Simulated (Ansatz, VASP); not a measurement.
**BiTe: VASP beside Ansatz**

```xyz
12
Lattice="4.4230 0.0000 0.0000 -2.2115 3.8304 0.0000 0.0000 0.0000 24.0020" Properties=species:S:1:pos:R:3 pbc="T T T"
Bi    0.0000    2.5536   13.0211
Bi    2.2115    1.2768   10.9809
Bi    2.2115    1.2768   17.0222
Bi    0.0000    2.5536    6.9798
Bi    0.0000    0.0000   21.0210
Bi    0.0000    0.0000    2.9810
Te    0.0000    0.0000   15.1525
Te    0.0000    0.0000    8.8495
Te    0.0000    2.5536   18.8440
Te    2.2115    1.2768    5.1580
Te    2.2115    1.2768   22.6771
Te    0.0000    2.5536    1.3249
```

Alike in both runs: functional PBE; k mesh 7 × 7 × 2; occupations fermi-dirac, width 0.05 eV; no spin polarisation.

|  | VASP | Ansatz |
| --- | --- | --- |
| version | VASP 6.6.1 | Ansatz 0.2.0 |
| potentials or method | VASP PAW PBE potentials, release 64 (Bi_d, Te), cutoff 520 eV | all-electron LAPW, scalar-relativistic |
| task | single point | band structure |

|  | VASP | Ansatz | Ansatz less VASP |
| --- | --- | --- | --- |
| gap on the k mesh at the Fermi level (eV) | none | none | - |
| pressure (GPa) | 1.7 | 1.7 | +0.05 |
| traceless stress, the component that is largest in VASP (GPa) | -0.50 | -0.50 | +0.001 |
| rms of the force components (eV/Å) | 0.450 | 0.450 | +0.0003 |

Atom by atom the forces differ by 0.004 eV/Å (rms over components). A gap of «none» marks a metal or a gap that the smearing closes. Ansatz ran all-electron here, and VASP with PAW potentials.

Neither program's run includes spin-orbit coupling.
